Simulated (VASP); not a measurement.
# AlN (I-4m2) in VASP: a series of runs

The runs below take AlN through dielectric tensor, with r2SCAN.

Everything below comes from runs of VASP 6.6.1. Logs are shortened: lines on timing, memory, paths and dates and some standing lists are left out, and cuts for length are marked.

### Step 1. The cell of the first run

The structure is tetragonal, space group I-4m2 (No. 119). The conventional cell has a = 3.090 Å, b = 3.090 Å, c = 4.195 Å, α = 90.00°, β = 90.00°, γ = 90.00°. Al (site symmetry -4m2) has 4 N at 1.87 Å within 2.5 Å. Within 2.5 Å of N (site symmetry -4m2) lie 4 Al at 1.87 Å.

### Step 2. Dielectric tensor, r2SCAN (uniaxial z strain -4.0%)

INCAR reads:

```
SYSTEM = AlN
PREC     = Accurate       ! precision mode
ENCUT    = 520            ! plane-wave cutoff, eV
EDIFF    = 1E-8           ! SCF threshold, eV
ISMEAR   = 0              ! smearing method
SIGMA    = 0.01           ! smearing width, eV
LREAL    = .FALSE.        ! projectors in reciprocal space
LASPH    = .TRUE.         ! aspherical terms in the spheres
NELM     = 60             ! most SCF steps
ALGO     = Normal         ! electronic algorithm
ISIF     = 2              ! what is computed and relaxed
LWAVE    = .FALSE.        ! write WAVECAR
LCHARG   = .FALSE.        ! write CHGCAR
METAGGA  = R2SCAN         ! meta-GGA
LMIXTAU  = .TRUE.       
LCALCEPS = .TRUE.
```

KPOINTS reads:

```
Automatic mesh
0
G
  8 8 8
  0 0 0
```

POSCAR reads:

```
AlN
1.0
    0.0000000000      2.1848764125      2.0974813560
    2.1848764125      0.0000000000      2.0974813560
    2.1848764125      2.1848764125      0.0000000000
Al N
1 1
Direct
    0.0000000000      0.0000000000      0.0000000000
    0.2500000000      0.2500000000      0.2500000000
```

Potentials or basis: VASP PAW PBE potentials, release 64 (Al, N).

The run is started by

```console
$ cat potpaw_PBE.64/Al/POTCAR potpaw_PBE.64/N/POTCAR > POTCAR
$ mpirun -np 1 vasp_std > vasp.out
```

OUTCAR:

```text
SYSTEM = AlN
   PREC = Accurate
   ENCUT = 520
   EDIFF = 1E-8
   ISMEAR = 0
   LREAL = .FALSE.
   LASPH = .TRUE.
   NELM = 60
   ISIF = 2
   METAGGA = R2SCAN

 ion  position               nearest neighbor table
   1  0.000  0.000  0.000-   2 1.87   2 1.87   2 1.87   2 1.87
   2  0.250  0.250  0.250-   1 1.87   1 1.87   1 1.87   1 1.87

  LATTYP: Found a body centered tetragonal cell.
 ALAT       =     3.0898818547
 C/A-ratio  =     1.3576450199

  Lattice vectors:

 A1 = (   0.0000000000,  -2.1848764125,  -2.0974813560)
 A2 = (   0.0000000000,   2.1848764125,  -2.0974813560)
 A3 = (   2.1848764125,   0.0000000000,   2.0974813560)

Analysis of symmetry for initial positions (statically):
=====================================================================
 Subroutine PRICEL returns:
 Original cell was already a primitive cell.

 Routine SETGRP: Setting up the symmetry group for a
 body centered tetragonal supercell.

 Subroutine GETGRP returns: Found  8 space group operations
 (whereof  8 operations were pure point group operations)
 out of a pool of 16 trial point group operations.

The static configuration has the point symmetry D_2d.

Analysis of symmetry for dynamics (positions and initial velocities):
=====================================================================
 Subroutine PRICEL returns:
 Original cell was already a primitive cell.

 Routine SETGRP: Setting up the symmetry group for a
 body centered tetragonal supercell.

 Subroutine GETGRP returns: Found  8 space group operations
 (whereof  8 operations were pure point group operations)
 out of a pool of 16 trial point group operations.

The dynamic configuration has the point symmetry D_2d.

 Subroutine INISYM returns: Found  8 space group operations
 (whereof  8 operations are pure point group operations),
 and found     1 'primitive' translations

----------------------------------------------------------------------------------------

                                     Primitive cell

  volume of cell :      20.0254

  direct lattice vectors                    reciprocal lattice vectors
     0.000000000  2.184876412  2.097481356    -0.228845896  0.228845896  0.238381142
     2.184876412  0.000000000  2.097481356     0.228845896 -0.228845896  0.238381142
     2.184876412  2.184876412  0.000000000     0.228845896  0.228845896 -0.238381142

  length of vectors
     3.028714740  3.028714740  3.089881855     0.401953302  0.401953302  0.401953302

  position of ions in fractional coordinates (direct lattice)
     0.000000000  0.000000000  0.000000000
     0.250000000  0.250000000  0.250000000

  ion indices of the primitive-cell ions
   primitive index   ion index
                 1           1
                 2           2

----------------------------------------------------------------------------------------

 KPOINTS: Automatic mesh

Automatic generation of k-mesh.
 Grid dimensions read from file:
 generate k-points for:    8    8    8

 Generating k-lattice:

  Cartesian coordinates                     Fractional coordinates (reciprocal lattice)
    -0.028605737  0.028605737  0.029797643     0.125000000 -0.000000000  0.000000000
     0.028605737 -0.028605737  0.029797643    -0.000000000  0.125000000  0.000000000
     0.028605737  0.028605737 -0.029797643     0.000000000  0.000000000  0.125000000

  Length of vectors
     0.050244163  0.050244163  0.050244163

  Shift w.r.t. Gamma in fractional coordinates (k-lattice)
     0.000000000  0.000000000  0.000000000

 Subroutine IBZKPT returns following result:
 ===========================================

 Found     59 irreducible k-points:

 Following reciprocal coordinates:
            Coordinates               Weight
  0.000000  0.000000  0.000000      1.000000
  0.125000 -0.000000  0.000000      8.000000
  0.250000 -0.000000  0.000000      8.000000
  0.375000  0.000000  0.000000      8.000000
  0.500000 -0.000000  0.000000      4.000000
  0.125000  0.125000  0.000000      2.000000
[... 16 lines left out ...]
  0.250000 -0.000000  0.125000     16.000000
  0.375000  0.000000  0.125000     16.000000
 [... further k-points ...]
   k-points           NKPTS =     59   k-points in BZ     NKDIM =     59   number of bands    NBANDS=      8
   number of dos      NEDOS =    301   number of ions     NIONS =      2
   total plane-waves  NPLWV =  13824
   dimension x,y,z NGX =    24 NGY =   24 NGZ =   24
   dimension x,y,z NGXF=    48 NGYF=   48 NGZF=   48
   ions per type =               1   1
   NGX,Y,Z   is equivalent  to a cutoff of  13.17, 13.17, 12.91 a.u.
   NGXF,Y,Z  is equivalent  to a cutoff of  26.35, 26.35, 25.83 a.u.
 SYSTEM =  AlN
   PREC   = accura    normal or accurate (medium, high low for compatibility)
   ISTART =      0    job   : 0-new  1-cont  2-samecut
   ICHARG =      2    charge: 1-file 2-atom 10-const
   ISPIN  =      1    spin polarized calculation?
   LNONCOLLINEAR =      F non collinear calculations
   LSORBIT =      F    spin-orbit coupling
   LASPH  =      T    aspherical Exc in radial PAW
   ENCUT  =  520.0 eV  38.22 Ry    6.18 a.u.   5.63  5.63  5.75*2*pi/ulx,y,z
   NELM   =     60;   NELMIN=  2; NELMDL= -5     # of ELM steps
   EDIFF  = 0.1E-07   stopping-criterion for ELM
   LREAL  =      F    real-space projection
   EDIFFG = 0.1E-06   stopping-criterion for IOM
   NSW    =      0    number of steps for IOM
   IBRION =     -1    ionic relax: 0-MD 1-quasi-New 2-CG
   NFREE  =      0    steps in history (QN), initial steepest desc. (CG)
   ISIF   =      2    stress and relaxation
   ISYM   =      2    0-nonsym 1-usesym 2-fastsym
   POTIM  = 0.5000    time-step for ionic-motion
   TEBEG  =    0.0;   TEEND  =   0.0 temperature during run
   PSTRESS=    0.0 pullay stress
   NELECT =       8.0000    total number of electrons
   NUPDOWN=      -1.0000    fix difference up-down
   EMIN   =  10.00;   EMAX   =-10.00  energy-range for DOS
   EFERMI =   0.00;   METHOD = LEGACY
   ISMEAR =     0;   SIGMA  =   0.01  broadening in eV -4-tet -1-fermi 0-gaus
   EFERMI_NEDOS =   21; number of points for ismear=-14 and -15
   IALGO  =     38    algorithm
   IMIX   =      4    mixing-type and parameters
     AMIX     =   0.40;   BMIX     =  1.00
     AMIX_MAG =   1.60;   BMIX_MAG =  1.00
  volume/ion in A,a.u.               =      10.01        67.57
  Fermi-wavevector in a.u.,A,eV,Ry     =   1.205714  2.278469 19.779410  1.453746
  Thomas-Fermi vector in A             =   2.341402
   LORBIT       =      0    0 simple, 1 ext, 2 COOP (PROOUT), +10 PAW based schemes
   METAGGA = R2SCAN    functional components
   LHFCALC =     F    Hartree Fock is set to
   AEXX    =    0.0000 exact exchange contribution
   IVDW    =     0    specifies the selected vdW correction
   LEPSILON=     F    determine dielectric tensor
   LRPA    =     F    only Hartree local field effects (RPA)
   LRPA       =     F
 non-spin polarized calculation
 Gauss-broadening in eV      SIGMA  =   0.01
  energy-cutoff  :      520.00
  volume of cell :       20.03
 maximum number of plane-waves:       553
 NGX is ok and might be reduce to    24
   NGX = 11   NGY = 11   NGZ = 11

 Total electronic dipole moment: p[elc]=(    -0.00016    -0.00016    -0.00015 ) |e| Angst

 number of electron       7.9999999 magnetization

 Free energy of the ion-electron system (eV)
  ---------------------------------------------------
  ext. energy  EPLUGINS =         0.00000000
  ---------------------------------------------------
  free energy    TOTEN  =       -19.14816159 eV

  energy without entropy =      -19.14816159  energy(sigma->0) =      -19.14816159

 E-fermi :   6.2258     XC(G=0): -11.6006

 val. band max:        6.1845644347   @ k =   0.0000   0.0000   0.0000
 cond. band min:   10000.0000000000   @ k =   0.0000   0.0000   0.0000
 fundamental gap:   9993.8154355653
 Fermi energy:         6.2257894926

 k-point     1 :       0.0000    0.0000    0.0000
  band No.  band energies     occupation
      1      -9.9033      2.00000
      2       6.0223      2.00000
      3       6.0225      2.00000
      4       6.1846      2.00000
      5   10000.0000      0.00000
      6   10000.0000      0.00000
      7   10000.0000      0.00000
      8   10000.0000      0.00000
[... 243 lines left out ...]
 k-point    24 :       0.3750    0.0000    0.1250
  band No.  band energies     occupation
      1      -8.3095      2.00000
      2       1.5213      2.00000
      3       5.1355      2.00000
      4       5.4325      2.00000
      5   10000.0000      0.00000
      6   10000.0000      0.00000
      7   10000.0000      0.00000
      8   10000.0000      0.00000

 [... further k-points ...]

------------------------ aborting loop because EDIFF is reached ----------------------------------------

            Ionic dipole moment: p[ion]=(     5.46219     5.46219     5.24370 ) |e| Angst

 Total electronic dipole moment: p[elc]=(    -0.00016    -0.00016     0.00340 ) |e| Angst

 MACROSCOPIC STATIC DIELECTRIC TENSOR (including local field effects)
 ------------------------------------------------------
           4.178012     0.000000     0.000000
           0.000000     4.178012     0.000000
           0.000000     0.000000     4.213595
 ------------------------------------------------------

 PIEZOELECTRIC TENSOR (including local field effects) (e Angst)
          XX          YY          ZZ          XY          YZ          ZX
  --------------------------------------------------------------------------------
  x     0.00000     0.00000     0.00000     0.00000    -0.71980    -0.00000
  y     0.00000     0.00000     0.00000    -0.00000     0.00000    -0.71980
  z     0.00000     0.00000     0.00000    -0.71520     0.00000     0.00000

 PIEZOELECTRIC TENSOR (including local field effects) (C/m^2)
          XX          YY          ZZ          XY          YZ          ZX
  --------------------------------------------------------------------------------
  x     0.00000     0.00000     0.00000     0.00000    -0.57589    -0.00000
  y     0.00000     0.00000     0.00000    -0.00000     0.00000    -0.57589
  z     0.00000     0.00000     0.00000    -0.57221     0.00000     0.00000

 BORN EFFECTIVE CHARGES (including local field effects) (in |e|, cummulative output)
 ---------------------------------------------------------------------------------
 ion    1
    1     2.51940     0.00000     0.00000
    2     0.00000     2.51940     0.00000
    3     0.00000     0.00000     2.50471
 ion    2
    1    -2.51940    -0.00000    -0.00000
    2     0.00000    -2.51940    -0.00000
    3     0.00000     0.00000    -2.50471

  FORCE on cell =-STRESS in cart. coord.  units (eV):
  Direction    XX          YY          ZZ          XY          YZ          ZX
  --------------------------------------------------------------------------------------
  -------------------------------------------------------------------------------------
  Total        0.8868710      0.8868710      1.5137899      0.0000000      0.0000000      0.0000000
  in kB       70.9560066     70.9560066    121.1139968      0.0000000      0.0000000      0.0000000
  external PRESSURE =      87.6753367 kB  Pullay stress =       0.0000000 kB

 VOLUME and BASIS-vectors are now :
 -----------------------------------------------------------------------------
  energy-cutoff  :      520.00
  volume of cell :       20.03
      direct lattice vectors                 reciprocal lattice vectors
     0.000000000  2.184876412  2.097481356    -0.228845896  0.228845896  0.238381142
     2.184876412  0.000000000  2.097481356     0.228845896 -0.228845896  0.238381142
     2.184876412  2.184876412  0.000000000     0.228845896  0.228845896 -0.238381142

 POSITION                                       TOTAL-FORCE (eV/Angst)
 -----------------------------------------------------------------------------------
      0.00000      0.00000      0.00000        -0.000000     -0.000000     -0.000000
      1.09244      1.09244      1.04874         0.000000      0.000000      0.000000
 -----------------------------------------------------------------------------------
    total drift:                               -0.000002     -0.000002      0.000000

  FREE ENERGIE OF THE ION-ELECTRON SYSTEM (eV)
  ---------------------------------------------------
  free  energy   TOTEN  =       -19.1481615924 eV

  energy  without entropy=      -19.1481615924  energy(sigma->0) =      -19.14816159
```

Run time: 16 min. Hardware: 1 thread of AMD EPYC 9R45 (Zen 5), shared host; peak memory 0.26 GiB.

Results:

```
Band gap on the k mesh                  : 3.74 eV (least direct gap 5.15 eV)
Electronic dielectric tensor (diagonal) : 4.18, 4.18, 4.21
Born charges (mean of the diagonal)     : Al +2.51; N -2.51 e
```

Electronic dielectric tensor:
```
4.18 0.00 0.00
0.00 4.18 0.00
0.00 0.00 4.21
```

Born effective charge tensors (e):
atom 1, Al
```
2.52 0.00 0.00
0.00 2.52 0.00
0.00 0.00 2.50
```
atom 2, N
```
-2.52  0.00  0.00
 0.00 -2.52  0.00
 0.00  0.00 -2.50
```

Dipole moments of the cell (e·Å, modulo the quantum): ionic 5.462, 5.462, 5.244; electronic 0.000, 0.000, 0.003

Caveat: the cell differs from its parent crystal (uniaxial z strain -4.0%); the structure was generated, so it needn't be the stable form of AlN; the PAW data sets were made with another functional, which shifts forces and pressure a little. A k mesh can miss the band edges.

[end of part 1 of 2]

The gap in the log of VASP goes by the Fermi energy; the results here count the filled bands.